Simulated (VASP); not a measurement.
# Tc (P6_3/mmc) in VASP: notebook

The runs below take Tc through single point, with PBEsol.

All numbers are computed with VASP 6.6.1; they aren't measurements. Logs are shortened: lines on timing, memory, paths and dates and some standing lists are left out, and cuts for length are marked.

## (1) The cell of the first run

It takes space group P6_3/mmc (No. 194, hexagonal). Conventional cell: a = 2.683 Å, b = 2.683 Å, c = 8.591 Å, α = 90.00°, β = 90.00°, γ = 120.00°. Tc (site symmetry -6m2) has 12 Tc at 2.65 to 2.68 Å within 3.5 Å. Within 3.5 Å of Tc (site symmetry -3m) lie 12 Tc at 2.65 to 2.68 Å.

## (2) Single point, PBEsol

Input file INCAR:

```
PREC     = Accurate       # precision mode
ENCUT    = 520            # plane-wave cutoff, eV
EDIFF    = 1E-6           # SCF threshold, eV
ISMEAR   = -1             # smearing method
SIGMA    = 0.05           # smearing width, eV
LREAL    = F              # projectors in reciprocal space
LASPH    = T              # aspherical terms in the spheres
NELM     = 100            # most SCF steps
ALGO     = Normal         # electronic algorithm
ISIF     = 2              # what is computed and relaxed
LWAVE    = F              # write WAVECAR
LCHARG   = F              # write CHGCAR
GGA      = PS             # functional
NBANDS   = 34             # bands
```

Input file KPOINTS:

```
regular mesh
0
Gamma
  11 11 3
```

Input file POSCAR:

```
Tc
1.0
    2.6834343898      0.0000000000      0.0000000000
   -1.3417171949      2.3239223509      0.0000000000
    0.0000000000      0.0000000000      8.5906610552
Tc
4
Direct
    0.6666666667      0.3333333333      0.7500000000
    0.0000000000      0.0000000000      0.5000000000
    0.3333333333      0.6666666667      0.2500000000
    0.0000000000      0.0000000000      0.0000000000
```

Potentials or basis: VASP PAW PBE potentials, release 64 (Tc_pv).

Started as:

```console
$ cat potpaw_PBE.64/Tc_pv/POTCAR > POTCAR
$ mpirun -np 1 vasp_std > vasp.out
```

OUTCAR:

```text
PREC = Accurate
   ENCUT = 520
   EDIFF = 1E-6
   ISMEAR = -1
   LREAL = F
   LASPH = T
   NELM = 100
   ISIF = 2
   GGA = PS

 ion  position               nearest neighbor table
   1  0.667  0.333  0.750-   2 2.65   4 2.65   2 2.65   4 2.65   2 2.65   4 2.65
   2  0.000  0.000  0.500-   1 2.65   3 2.65   3 2.65   1 2.65   1 2.65   3 2.65
   3  0.333  0.667  0.250-   2 2.65   4 2.65   2 2.65   4 2.65   2 2.65   4 2.65
   4  0.000  0.000  0.000-   1 2.65   3 2.65   3 2.65   1 2.65   1 2.65   3 2.65

  LATTYP: Found a hexagonal cell.
 ALAT       =     2.6834343898
 C/A-ratio  =     3.2013680259

  Lattice vectors:

 A1 = (   2.6834343898,   0.0000000000,   0.0000000000)
 A2 = (  -1.3417171949,   2.3239223509,   0.0000000000)
 A3 = (   0.0000000000,   0.0000000000,   8.5906610552)

Analysis of symmetry for initial positions (statically):
=====================================================================
 Subroutine PRICEL returns:
 Original cell was already a primitive cell.

 Routine SETGRP: Setting up the symmetry group for a
 hexagonal supercell.

 Subroutine GETGRP returns: Found 24 space group operations
 (whereof 12 operations were pure point group operations)
 out of a pool of 24 trial point group operations.

The static configuration has the point symmetry D_3d.
 The point group associated with its full space group is D_6h.

Analysis of symmetry for dynamics (positions and initial velocities):
=====================================================================
 Subroutine PRICEL returns:
 Original cell was already a primitive cell.

 Routine SETGRP: Setting up the symmetry group for a
 hexagonal supercell.

 Subroutine GETGRP returns: Found 24 space group operations
 (whereof 12 operations were pure point group operations)
 out of a pool of 24 trial point group operations.

The dynamic configuration has the point symmetry D_3d.
 The point group associated with its full space group is D_6h.

 Subroutine INISYM returns: Found 24 space group operations
 (whereof 12 operations are pure point group operations),
 and found     1 'primitive' translations

----------------------------------------------------------------------------------------

                                     Primitive cell

  volume of cell :      53.5722

  direct lattice vectors                    reciprocal lattice vectors
     2.683434390  0.000000000  0.000000000     0.372656773  0.215153488  0.000000000
    -1.341717195  2.323922351  0.000000000     0.000000000  0.430306976  0.000000000
     0.000000000  0.000000000  8.590661055     0.000000000  0.000000000  0.116405477

  length of vectors
     2.683434390  2.683434390  8.590661055     0.430306976  0.430306976  0.116405477

  position of ions in fractional coordinates (direct lattice)
     0.666666667  0.333333333  0.750000000
     0.000000000  0.000000000  0.500000000
     0.333333333  0.666666667  0.250000000
     0.000000000  0.000000000  0.000000000

  ion indices of the primitive-cell ions
   primitive index   ion index
                 1           1
                 2           2
                 3           3
                 4           4

----------------------------------------------------------------------------------------

 KPOINTS: regular mesh

Automatic generation of k-mesh.
 Grid dimensions read from file:
 generate k-points for:   11   11    3

 Generating k-lattice:

  Cartesian coordinates                     Fractional coordinates (reciprocal lattice)
     0.033877888  0.019559408  0.000000000     0.090909091  0.000000000  0.000000000
     0.000000000  0.039118816  0.000000000     0.000000000  0.090909091  0.000000000
     0.000000000  0.000000000  0.038801826     0.000000000  0.000000000  0.333333333

  Length of vectors
     0.039118816  0.039118816  0.038801826

  Shift w.r.t. Gamma in fractional coordinates (k-lattice)
     0.000000000  0.000000000  0.000000000

 Subroutine IBZKPT returns following result:
 ===========================================

 Found     32 irreducible k-points:

 Following reciprocal coordinates:
            Coordinates               Weight
  0.000000  0.000000  0.000000      1.000000
  0.090909  0.000000  0.000000      6.000000
  0.181818 -0.000000  0.000000      6.000000
  0.272727  0.000000  0.000000      6.000000
  0.363636  0.000000  0.000000      6.000000
  0.454545  0.000000  0.000000      6.000000
[... 16 lines left out ...]
  0.090909  0.090909  0.333333     12.000000
  0.181818  0.090909  0.333333     24.000000
 [... further k-points ...]
   k-points           NKPTS =     32   k-points in BZ     NKDIM =     32   number of bands    NBANDS=     34
   number of dos      NEDOS =    301   number of ions     NIONS =      4
   total plane-waves  NPLWV =  25600
   dimension x,y,z NGX =    20 NGY =   20 NGZ =   64
   dimension x,y,z NGXF=    40 NGYF=   40 NGZF=  128
   ions per type =               4
   NGX,Y,Z   is equivalent  to a cutoff of  12.39, 12.39, 12.39 a.u.
   NGXF,Y,Z  is equivalent  to a cutoff of  24.78, 24.78, 24.77 a.u.
 SYSTEM =  unknown system
   PREC   = accura    normal or accurate (medium, high low for compatibility)
   ISTART =      0    job   : 0-new  1-cont  2-samecut
   ICHARG =      2    charge: 1-file 2-atom 10-const
   ISPIN  =      1    spin polarized calculation?
   LNONCOLLINEAR =      F non collinear calculations
   LSORBIT =      F    spin-orbit coupling
   LASPH  =      T    aspherical Exc in radial PAW
   ENCUT  =  520.0 eV  38.22 Ry    6.18 a.u.   4.99  4.99 15.97*2*pi/ulx,y,z
   NELM   =    100;   NELMIN=  2; NELMDL= -5     # of ELM steps
   EDIFF  = 0.1E-05   stopping-criterion for ELM
   LREAL  =      F    real-space projection
   EDIFFG = 0.1E-04   stopping-criterion for IOM
   NSW    =      0    number of steps for IOM
   IBRION =     -1    ionic relax: 0-MD 1-quasi-New 2-CG
   NFREE  =      0    steps in history (QN), initial steepest desc. (CG)
   ISIF   =      2    stress and relaxation
   ISYM   =      2    0-nonsym 1-usesym 2-fastsym
   POTIM  = 0.5000    time-step for ionic-motion
   TEBEG  =    0.0;   TEEND  =   0.0 temperature during run
   PSTRESS=    0.0 pullay stress
   NELECT =      52.0000    total number of electrons
   NUPDOWN=      -1.0000    fix difference up-down
   EMIN   =  10.00;   EMAX   =-10.00  energy-range for DOS
   EFERMI =   0.00;   METHOD = LEGACY
   ISMEAR =    -1;   SIGMA  =   0.05  broadening in eV -4-tet -1-fermi 0-gaus
   EFERMI_NEDOS =   21; number of points for ismear=-14 and -15
   IALGO  =     38    algorithm
   IMIX   =      4    mixing-type and parameters
     AMIX     =   0.40;   BMIX     =  1.00
     AMIX_MAG =   1.60;   BMIX_MAG =  1.00
  volume/ion in A,a.u.               =      13.39        90.38
  Fermi-wavevector in a.u.,A,eV,Ry     =   1.620925  3.063104 35.747912  2.627397
  Thomas-Fermi vector in A             =   2.714784
   LORBIT       =      0    0 simple, 1 ext, 2 COOP (PROOUT), +10 PAW based schemes
   GGA     = PS    functional components
   LHFCALC =     F    Hartree Fock is set to
   AEXX    =    0.0000 exact exchange contribution
   IVDW    =     0    specifies the selected vdW correction
   LEPSILON=     F    determine dielectric tensor
   LRPA    =     F    only Hartree local field effects (RPA)
 non-spin polarized calculation
  energy-cutoff  :      520.00
  volume of cell :       53.57
 maximum number of plane-waves:      1464
 NGX is ok and might be reduce to    20
   NGX =  9   NGY =  9   NGZ = 31

 number of electron      52.0000005 magnetization

 Free energy of the ion-electron system (eV)
  ---------------------------------------------------
  ext. energy  EPLUGINS =         0.00000000
  ---------------------------------------------------
  free energy    TOTEN  =       -44.95463738 eV

  energy without entropy =      -44.92814114  energy(sigma->0) =      -44.94138926

 E-fermi :  13.7382     XC(G=0): -14.3376

 val. band max:       13.7353981665   @ k =   0.3636   0.0000   0.0000
 cond. band min:      13.7600304664   @ k =   0.0909   0.0909   0.0000
 fundamental gap:      0.0246322999
 Fermi energy:        13.7382354875

 k-point     1 :       0.0000    0.0000    0.0000
  band No.  band energies     occupation
      1     -25.9402      2.00000
      2     -25.1913      2.00000
      3     -25.0887      2.00000
      4     -24.5510      2.00000
      5     -24.5510      2.00000
      6     -24.4462      2.00000
[... 26 lines left out ...]
     33      15.7825      0.00000
     34      15.7825      0.00000

 k-point     2 :       0.0909    0.0000    0.0000
  band No.  band energies     occupation
      1     -25.8989      2.00000
      2     -25.2046      2.00000
      3     -25.1082      2.00000
      4     -24.6437      2.00000
      5     -24.5816      2.00000
      6     -24.5099      2.00000
[... 26 lines left out ...]
     33      15.7327      0.00000
     34      15.9383      0.00000

 k-point     3 :       0.1818   -0.0000    0.0000
  band No.  band energies     occupation
      1     -25.7828      2.00000
      2     -25.2704      2.00000
      3     -25.2059      2.00000
      4     -24.8773      2.00000
      5     -24.7152      2.00000
      6     -24.6605      2.00000
[... 26 lines left out ...]
     33      16.2545      0.00000
     34      16.4231      0.00000

 k-point     4 :       0.2727    0.0000    0.0000
  band No.  band energies     occupation
      1     -25.6300      2.00000
      2     -25.4300      2.00000
      3     -25.4135      2.00000
      4     -25.1629      2.00000
      5     -25.0424      2.00000
      6     -24.7584      2.00000
[... 26 lines left out ...]
     33      17.0696      0.00000
     34      17.0752      0.00000

 k-point     5 :       0.3636    0.0000    0.0000
  band No.  band energies     occupation
      1     -25.6959      2.00000
      2     -25.6851      2.00000
      3     -25.4181      2.00000
      4     -25.3454      2.00000
      5     -25.3366      2.00000
      6     -24.8446      2.00000
[... 621 lines left out ...]
 k-point    22 :       0.4545    0.0000    0.3333
  band No.  band energies     occupation
      1     -25.8048      2.00000
      2     -25.7721      2.00000
      3     -25.6497      2.00000
      4     -25.5984      2.00000
      5     -25.0298      2.00000
      6     -24.9287      2.00000
[... 26 lines left out ...]
     33      17.7801      0.00000
     34      18.5773      0.00000

 k-point    23 :       0.0909    0.0909    0.3333
  band No.  band energies     occupation
      1     -25.7388      2.00000
      2     -25.5158      2.00000
      3     -24.8993      2.00000
      4     -24.7690      2.00000
      5     -24.7021      2.00000
      6     -24.6989      2.00000
[... 26 lines left out ...]
     33      16.1517      0.00000
     34      16.7721      0.00000

 k-point    24 :       0.1818    0.0909    0.3333
  band No.  band energies     occupation
      1     -25.6353      2.00000
      2     -25.5152      2.00000
      3     -25.1575      2.00000
      4     -25.0068      2.00000
      5     -24.9737      2.00000
      6     -24.8476      2.00000
[... 26 lines left out ...]
     33      16.2684      0.00000
     34      16.9099      0.00000

 [... further k-points ...]
[... 5 lines left out ...]
  --------------------------------------------------------------------------------------
  -------------------------------------------------------------------------------------
  Total        5.0252846      5.0252846      5.7441487      0.0000000      0.0000000      0.0000000
  in kB      150.2906859    150.2906859    171.7896842      0.0000000      0.0000000      0.0000000
  external PRESSURE =     157.4570186 kB  Pullay stress =       0.0000000 kB

 VOLUME and BASIS-vectors are now :
 -----------------------------------------------------------------------------
  energy-cutoff  :      520.00
  volume of cell :       53.57
      direct lattice vectors                 reciprocal lattice vectors
     2.683434390  0.000000000  0.000000000     0.372656773  0.215153488  0.000000000
    -1.341717195  2.323922351  0.000000000     0.000000000  0.430306976  0.000000000
     0.000000000  0.000000000  8.590661055     0.000000000  0.000000000  0.116405477

 POSITION                                       TOTAL-FORCE (eV/Angst)
 -----------------------------------------------------------------------------------
      1.34172      0.77464      6.44300         0.000000      0.000000      0.000000
      0.00000      0.00000      4.29533         0.000000     -0.000000     -0.000000
     -0.00000      1.54928      2.14767        -0.000000      0.000000      0.000000
      0.00000      0.00000      0.00000         0.000000     -0.000000     -0.000000
 -----------------------------------------------------------------------------------
    total drift:                                0.000000     -0.000000      0.000000

  FREE ENERGIE OF THE ION-ELECTRON SYSTEM (eV)
  ---------------------------------------------------
  free  energy   TOTEN  =       -44.9546373786 eV

  energy  without entropy=      -44.9281411401  energy(sigma->0) =      -44.94138926
```

It took 36 s on 1 thread of AMD EPYC 7R13 (Zen 3), shared host; peak memory 0.16 GiB.

What came out:

* Free energy: -44.9546 eV
* Pressure: 15.7 GPa
* Band gap on the k mesh: zero (bands 26 and 27 overlap by 3.21 eV)

Stress tensor (GPa, compression positive):
```
15.03  0.00  0.00
 0.00 15.03  0.00
 0.00  0.00 17.18
```

Caveat: the cell stands under pressure; the PAW data sets were made with another functional, which shifts forces and pressure a little.

[end of part 1 of 2]
